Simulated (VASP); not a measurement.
P, 10 atoms in the cell. It takes space group R-3c (No. 167, trigonal). Conventional cell: a = 5.573 Å, b = 5.573 Å, c = 20.570 Å, α = 90.00°, β = 90.00°, γ = 120.00°. P (site symmetry 32) has 3 P at 2.15 Å within 2.8 Å. P (site symmetry -3) has 6 P at 2.44 Å within 3.2 Å. Within 2.8 Å of P (site symmetry 2) lie 3 P at 2.15 to 2.44 Å. The cell was generated, and may not be a known phase.

- Program: VASP 6.6.1
- Task: single point
- Functional: PBE
- Potentials or basis: VASP PAW PBE potentials, release 64 (P)
- Cutoff: 520 eV
- k mesh: 6 × 6 × 6
- Occupations: gaussian, width 0.1 eV
- Spin: no spin polarisation
- Dipole correction: no
- Further INCAR settings: ALGO = Normal; EDIFF = 1e-06; NBANDS = 36

Potentials or basis: VASP PAW PBE potentials, release 64 (P).

Command:

```bash
$ cat potpaw_PBE.64/P/POTCAR > POTCAR
$ mpirun -np 1 vasp_std > vasp.out
```

Hardware: 1 thread of Intel(R) Xeon(R) Platinum 8488C (Sapphire Rapids) (shared host).

Question: How long does it take, and how much memory?

Answer: Run time: 4.5 min on 1 thread of Intel(R) Xeon(R) Platinum 8488C (Sapphire Rapids), with other jobs on the host, peak memory 0.46 GiB. Counts: scf iterations 13, k points 32.
